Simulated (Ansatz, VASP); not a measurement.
**Two plane-wave programs on Mo**

```xyz
1
Lattice="-1.5518 1.5518 1.5518 1.5518 -1.5518 1.5518 1.5518 1.5518 -1.5518" Properties=species:S:1:pos:R:3 pbc="T T T"
Mo    0.0000    0.0000    0.0000
```

Change from the starting cell: volume scaled by 0.9405, PAW files.

Alike in both runs: task electric field gradients; functional r2SCAN; k mesh 15 × 15 × 15; occupations fermi-dirac, width 0.05 eV; no spin polarisation.

```csv
,VASP,Ansatz
version,VASP 6.6.1,Ansatz 0.2.0
potentials or method,"VASP PAW PBE potentials, release 64 (Mo_sv)","PAW with Ansatz's default frozen-core files, scalar-relativistic"
plane-wave cutoff (eV),520,500
valence electrons in the cell,14,14
```

```csv
,VASP,Ansatz,Ansatz less VASP
pressure (GPa),15.3,13.9,-1.40
```

VASP's potentials were made for PBE, not for r2SCAN.
